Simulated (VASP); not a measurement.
# SiC (P6_3mc) in VASP: a series of runs, part 2 of 3

VASP 6.6.1.

## Step 4: Electric field gradients, LDA

The input, INCAR:

```
SYSTEM = SiC
  ALGO = Normal
  EDIFF = 1E-8
  ENCUT = 520
  ISIF = 2
  ISMEAR = -1
  LASPH = .TRUE.
  LCHARG = .FALSE.
  LEFG = .TRUE.
  LREAL = .FALSE.
  LWAVE = .FALSE.
  NBANDS = 16
  NELM = 100
  PREC = Accurate
  SIGMA = 0.02
```

The input, KPOINTS:

```
k-points
0
G
  16 16 9
  0 0 0
```

The input, POSCAR:

```
SiC
1.0
    3.0760000000      0.0000000000      0.0000000000
   -1.5380000000      2.6638941420      0.0000000000
    0.0000000000      0.0000000000      5.0480000000
Si C
2 2
Direct
    0.3333333333      0.6666666667      0.0044955126
    0.6666666667      0.3333333333      0.5044955126
    0.3333333333      0.6666666667      0.3805044874
    0.6666666667      0.3333333333      0.8805044874
```

Potentials or basis: VASP PAW LDA potentials, release 64 (Si, C).

Run with:

```console
cat potpaw_LDA.64/Si/POTCAR potpaw_LDA.64/C/POTCAR > POTCAR
mpirun -np 1 vasp_std > vasp.out
```

OUTCAR:

```text
SYSTEM = SiC
   EDIFF = 1E-8
   ENCUT = 520
   ISIF = 2
   ISMEAR = -1
   LASPH = .TRUE.
   LREAL = .FALSE.
   NELM = 100
   PREC = Accurate

 ion  position               nearest neighbor table
   1  0.333  0.667  0.004-   4 1.88   4 1.88   4 1.88   3 1.90   2 3.09   2 3.09   2 3.09   2 3.09
                             2 3.09   2 3.09
   2  0.667  0.333  0.504-   3 1.88   3 1.88   3 1.88   4 1.90   1 3.09   1 3.09   1 3.09   1 3.09
                             1 3.09   1 3.09
   3  0.333  0.667  0.381-   2 1.88   2 1.88   2 1.88   1 1.90
   4  0.667  0.333  0.881-   1 1.88   1 1.88   1 1.88   2 1.90

  LATTYP: Found a hexagonal cell.
 ALAT       =     3.0760000000
 C/A-ratio  =     1.6410923277

  Lattice vectors:

 A1 = (   3.0760000000,   0.0000000000,   0.0000000000)
 A2 = (  -1.5380000000,   2.6638941420,   0.0000000000)
 A3 = (   0.0000000000,   0.0000000000,   5.0480000000)

Analysis of symmetry for initial positions (statically):
=====================================================================
 Subroutine PRICEL returns:
 Original cell was already a primitive cell.

 Routine SETGRP: Setting up the symmetry group for a
 hexagonal supercell.

 Subroutine GETGRP returns: Found 12 space group operations
 (whereof  6 operations were pure point group operations)
 out of a pool of 24 trial point group operations.

The static configuration has the point symmetry C_3v.
 The point group associated with its full space group is C_6v.

Analysis of symmetry for dynamics (positions and initial velocities):
=====================================================================
 Subroutine PRICEL returns:
 Original cell was already a primitive cell.
[... 627 lines left out ...]

  FORCE on cell =-STRESS in cart. coord.  units (eV):
  Direction    XX          YY          ZZ          XY          YZ          ZX
  --------------------------------------------------------------------------------------
  -------------------------------------------------------------------------------------
  Total       -0.9982094     -0.9982094     -0.9905343      0.0000000      0.0000000      0.0000000
  in kB      -38.6642524    -38.6642524    -38.3669670      0.0000000      0.0000000      0.0000000
  external PRESSURE =     -38.5651572 kB  Pullay stress =       0.0000000 kB

 VOLUME and BASIS-vectors are now :
 -----------------------------------------------------------------------------
  energy-cutoff  :      520.00
  volume of cell :       41.36
      direct lattice vectors                 reciprocal lattice vectors
     3.076000000  0.000000000  0.000000000     0.325097529  0.187695146  0.000000000
    -1.538000000  2.663894142  0.000000000     0.000000000  0.375390292  0.000000000
     0.000000000  0.000000000  5.048000000     0.000000000  0.000000000  0.198098257

 POSITION                                       TOTAL-FORCE (eV/Angst)
 -----------------------------------------------------------------------------------
     -0.00000      1.77593      0.02269         0.000000      0.000000      0.014503
      1.53800      0.88796      2.54669         0.000000     -0.000000      0.014503
     -0.00000      1.77593      1.92079        -0.000000      0.000000     -0.014503
      1.53800      0.88796      4.44479         0.000000      0.000000     -0.014503
 -----------------------------------------------------------------------------------
    total drift:                               -0.000000     -0.000000     -0.000104

  FREE ENERGIE OF THE ION-ELECTRON SYSTEM (eV)
  ---------------------------------------------------
  free  energy   TOTEN  =       -33.2676594918 eV

  energy  without entropy=      -33.2676594918  energy(sigma->0) =      -33.26765949

 Electric field gradients (V/A^2)
---------------------------------------------------------------------
 ion       V_xx      V_yy      V_zz      V_xy      V_xz      V_yz
---------------------------------------------------------------------
   1      -1.726    -1.727     3.453    -0.000     0.000    -0.000
   2      -1.726    -1.727     3.453    -0.000    -0.000     0.000
   3      -1.034    -1.034     2.068    -0.000     0.000    -0.000
   4      -1.034    -1.034     2.068    -0.000    -0.000     0.000
---------------------------------------------------------------------

 Electric field gradients after diagonalization (V/A^2)
 (convention: |V_zz| > |V_xx| > |V_yy|)
----------------------------------------------------------------------
 ion       V_xx      V_yy      V_zz     asymmetry (V_yy - V_xx)/ V_zz
----------------------------------------------------------------------
   1      -1.727    -1.726     3.453       0.000
   2      -1.727    -1.726     3.453       0.000
   3      -1.034    -1.034     2.068       0.000
   4      -1.034    -1.034     2.068       0.000
----------------------------------------------------------------------

           NMR quadrupolar parameters

 Cq : quadrupolar parameter    Cq=e*Q*V_zz/h
 eta: asymmetry parameters     (V_yy - V_xx)/ V_zz
 Q  : nuclear electric quadrupole moment in mb (millibarn)
----------------------------------------------------------------------
 ion       Cq(MHz)       eta       Q (mb)
----------------------------------------------------------------------
   1       0.008       0.000       1.000
   2       0.008       0.000       1.000
   3       0.005       0.000       1.000
   4       0.005       0.000       1.000
----------------------------------------------------------------------
```

Wall time 3.9 min (1 thread of Intel Xeon 8259CL, shared host); peak memory 0.19 GiB.

What came out:

```
Free energy                             : -33.2677 eV
Pressure                                : -3.9 GPa
Largest force                           : 0.015 eV/Å
Band gap on the k mesh                  : 2.22 eV (least direct gap 3.87 eV)
Largest electric field gradient by atom : Si +3.5; C +2.1 V/Å²
```

Forces in eV/Å, atoms in the order of the input:
```
Si   0.000  0.000  0.015
Si   0.000  0.000  0.015
C    0.000  0.000 -0.015
C    0.000  0.000 -0.015
```

Levels at points of the mesh, in eV from the valence-band top:
| k point | band 5 | band 6 | band 7 | band 8 | band 9 | band 10 | band 11 | band 12 |
| --- | --- | --- | --- | --- | --- | --- | --- | --- |
| (0.00, 0.00, 0.00) | -1.32 | -0.11 | 0.00 | 0.00 | 4.76 | 6.23 | 6.56 | 6.56 |
| (0.50, 0.00, 0.00) | -5.44 | -3.32 | -3.31 | -1.20 | 2.68 | 4.15 | 6.81 | 7.04 |

Electric field gradients, principal values (V/Å²):
```
atom   least  middle  greatest (by size)
1 Si  -1.726  -1.727               3.453
2 Si  -1.726  -1.727               3.453
 3 C  -1.034  -1.034               2.068
 4 C  -1.034  -1.034               2.068
```

Caveat: the cell stands under tension; without QUAD_EFG the Cq values of the log hold for a quadrupole moment of 1 mb, not for the nuclei; an odd mesh through Γ misses points on the zone boundary, where band edges can lie.

## Step 5: Electric field gradients, PBEsol

The input, INCAR:

```
SYSTEM = SiC
PREC = Accurate ; ENCUT = 520
EDIFF = 1E-8 ; ISMEAR = -1
SIGMA = 0.02 ; LREAL = .False.
LASPH = .True. ; NELM = 80
ALGO = Normal ; ISIF = 2
LWAVE = .False. ; LCHARG = .False.
GGA = PS ; LEFG = .True.
NBANDS = 16
```

The input, KPOINTS:

```
Automatic mesh
0
Gamma
  16 16 9
  0 0 0
```

POSCAR is that of step 4.

Potentials or basis: VASP PAW PBE potentials, release 64 (Si, C).

Run with:

```console
cat potpaw_PBE.64/Si/POTCAR potpaw_PBE.64/C/POTCAR > POTCAR
mpirun -np 1 vasp_std > vasp.out
```

OUTCAR:

```text
SYSTEM = SiC
   PREC = Accurate
   ENCUT = 520
   EDIFF = 1E-8
   ISMEAR = -1
   LREAL = .False.
   LASPH = .True.
   NELM = 80
   ISIF = 2
   GGA = PS

 ion  position               nearest neighbor table
   1  0.333  0.667  0.004-   4 1.88   4 1.88   4 1.88   3 1.90   2 3.09   2 3.09   2 3.09   2 3.09
                             2 3.09   2 3.09
   2  0.667  0.333  0.504-   3 1.88   3 1.88   3 1.88   4 1.90   1 3.09   1 3.09   1 3.09   1 3.09
                             1 3.09   1 3.09
   3  0.333  0.667  0.381-   2 1.88   2 1.88   2 1.88   1 1.90
   4  0.667  0.333  0.881-   1 1.88   1 1.88   1 1.88   2 1.90

  LATTYP: Found a hexagonal cell.
 ALAT       =     3.0760000000
 C/A-ratio  =     1.6410923277

  Lattice vectors:

 A1 = (   3.0760000000,   0.0000000000,   0.0000000000)
 A2 = (  -1.5380000000,   2.6638941420,   0.0000000000)
 A3 = (   0.0000000000,   0.0000000000,   5.0480000000)

Analysis of symmetry for initial positions (statically):
=====================================================================
 Subroutine PRICEL returns:
 Original cell was already a primitive cell.

 Routine SETGRP: Setting up the symmetry group for a
 hexagonal supercell.

 Subroutine GETGRP returns: Found 12 space group operations
 (whereof  6 operations were pure point group operations)
 out of a pool of 24 trial point group operations.

The static configuration has the point symmetry C_3v.
 The point group associated with its full space group is C_6v.

Analysis of symmetry for dynamics (positions and initial velocities):
=====================================================================
[... 629 lines left out ...]

  FORCE on cell =-STRESS in cart. coord.  units (eV):
  Direction    XX          YY          ZZ          XY          YZ          ZX
  --------------------------------------------------------------------------------------
  -------------------------------------------------------------------------------------
  Total        0.0983684      0.0983684      0.0646319      0.0000000      0.0000000      0.0000000
  in kB        3.8101645      3.8101645      2.5034268      0.0000000      0.0000000      0.0000000
  external PRESSURE =       3.3745852 kB  Pullay stress =       0.0000000 kB

 VOLUME and BASIS-vectors are now :
 -----------------------------------------------------------------------------
  energy-cutoff  :      520.00
  volume of cell :       41.36
      direct lattice vectors                 reciprocal lattice vectors
     3.076000000  0.000000000  0.000000000     0.325097529  0.187695146  0.000000000
    -1.538000000  2.663894142  0.000000000     0.000000000  0.375390292  0.000000000
     0.000000000  0.000000000  5.048000000     0.000000000  0.000000000  0.198098257

 POSITION                                       TOTAL-FORCE (eV/Angst)
 -----------------------------------------------------------------------------------
     -0.00000      1.77593      0.02269        -0.000000      0.000000      0.018536
      1.53800      0.88796      2.54669         0.000000     -0.000000      0.018536
     -0.00000      1.77593      1.92079         0.000000     -0.000000     -0.018536
      1.53800      0.88796      4.44479        -0.000000     -0.000000     -0.018536
 -----------------------------------------------------------------------------------
    total drift:                               -0.000000     -0.000000     -0.000082

  FREE ENERGIE OF THE ION-ELECTRON SYSTEM (eV)
  ---------------------------------------------------
  free  energy   TOTEN  =       -31.8222081423 eV

  energy  without entropy=      -31.8222081423  energy(sigma->0) =      -31.82220814

 Electric field gradients (V/A^2)
---------------------------------------------------------------------
 ion       V_xx      V_yy      V_zz      V_xy      V_xz      V_yz
---------------------------------------------------------------------
   1      -1.724    -1.724     3.447    -0.000     0.000    -0.000
   2      -1.724    -1.724     3.447    -0.000    -0.000     0.000
   3      -1.056    -1.056     2.112    -0.000     0.000    -0.000
   4      -1.056    -1.056     2.112    -0.000    -0.000     0.000
---------------------------------------------------------------------

 Electric field gradients after diagonalization (V/A^2)
 (convention: |V_zz| > |V_xx| > |V_yy|)
----------------------------------------------------------------------
 ion       V_xx      V_yy      V_zz     asymmetry (V_yy - V_xx)/ V_zz
----------------------------------------------------------------------
   1      -1.724    -1.723     3.447       0.000
   2      -1.724    -1.723     3.447       0.000
   3      -1.056    -1.056     2.112       0.000
   4      -1.056    -1.056     2.112       0.000
----------------------------------------------------------------------

           NMR quadrupolar parameters

 Cq : quadrupolar parameter    Cq=e*Q*V_zz/h
 eta: asymmetry parameters     (V_yy - V_xx)/ V_zz
 Q  : nuclear electric quadrupole moment in mb (millibarn)
----------------------------------------------------------------------
 ion       Cq(MHz)       eta       Q (mb)
----------------------------------------------------------------------
   1       0.008       0.000       1.000
   2       0.008       0.000       1.000
   3       0.005       0.000       1.000
   4       0.005       0.000       1.000
----------------------------------------------------------------------
```

OSZICAR:

```text
N       E                     dE             d eps       ncg     rms          rms(c)
DAV:   1     0.233980728440E+02    0.23398E+02   -0.70978E+03  4800   0.896E+02
DAV:   2    -0.329249676433E+02   -0.56323E+02   -0.51248E+02  6848   0.158E+02
DAV:   3    -0.354144200238E+02   -0.24895E+01   -0.24807E+01  6344   0.302E+01
DAV:   4    -0.354322248143E+02   -0.17805E-01   -0.17802E-01  5936   0.316E+00
DAV:   5    -0.354323978576E+02   -0.17304E-03   -0.17304E-03  6288   0.293E-01    0.124E+01
DAV:   6    -0.319568445314E+02    0.34756E+01   -0.59813E+00  6064   0.150E+01    0.569E+00
DAV:   7    -0.318543153603E+02    0.10253E+00   -0.10443E+00  6840   0.595E+00    0.241E+00
DAV:   8    -0.318255654976E+02    0.28750E-01   -0.53910E-02  5616   0.142E+00    0.587E-01
DAV:   9    -0.318220553695E+02    0.35101E-02   -0.68746E-03  6224   0.557E-01    0.112E-01
DAV:  10    -0.318222016999E+02   -0.14633E-03   -0.69056E-04  5784   0.155E-01    0.528E-02
DAV:  11    -0.318222079272E+02   -0.62273E-05   -0.37445E-05  6192   0.447E-02    0.112E-02
DAV:  12    -0.318222081362E+02   -0.20902E-06   -0.35877E-06  6016   0.120E-02    0.405E-03
DAV:  13    -0.318222081632E+02   -0.26937E-07   -0.68172E-07  6368   0.517E-03    0.222E-03
DAV:  14    -0.318222081478E+02    0.15391E-07   -0.54961E-08  5696   0.158E-03    0.135E-03
DAV:  15    -0.318222081423E+02    0.55290E-08   -0.13703E-08  4264   0.714E-04
   1 F= -.31822208E+02 E0= -.31822208E+02  d E =-.113200E-11
```

stdout:

```text
POSCAR found type information on POSCAR SiC
 POSCAR found :  2 types and       4 ions
 scaLAPACK will be used
 -----------------------------------------------------------------------------
|                                                                             |
|                                                                             |
|     You enforced a specific xc type in the INCAR file but a different       |
|     I HOPE YOU KNOW WHAT YOU ARE DOING!                                     |
|                                                                             |
 -----------------------------------------------------------------------------

 LDA part: xc-table for (Slater+PW92), standard interpolation
 POSCAR, INCAR and KPOINTS ok, starting setup
 FFT: planning ... GRIDC
 FFT: planning ... GRID_SOFT
 FFT: planning ... GRID
 WAVECAR not read
 entering main loop
ion   1

ion   2

ion   3

ion   4
```

Wall time 4 min (1 thread of Intel Xeon 8259CL, shared host); peak memory 0.21 GiB.

What came out:

```yaml
Free_energy: -31.8222 eV
Pressure: 0.3 GPa
Largest_force: 0.019 eV/Å
Band_gap_on_the_k_mesh: 2.18 eV (least direct gap 3.85 eV)
Largest_electric_field_gradient_by_atom: Si +3.4; C +2.1 V/Å²
```

Forces in eV/Å, atoms in the order of the input:
```
Si   0.000  0.000  0.019
Si   0.000  0.000  0.019
C    0.000  0.000 -0.019
C    0.000  0.000 -0.019
```

Electric field gradients, principal values (V/Å²):
```
atom   least  middle  greatest (by size)
1 Si  -1.723  -1.724               3.447
2 Si  -1.723  -1.724               3.447
 3 C  -1.056  -1.056               2.112
 4 C  -1.056  -1.056               2.112
```

Caveat: without QUAD_EFG the Cq values of the log hold for a quadrupole moment of 1 mb, not for the nuclei; the PAW data sets were made with another functional, which shifts forces and pressure a little; an odd mesh through Γ misses points on the zone boundary, where band edges can lie.

(Part 2 of 3 ends here.)
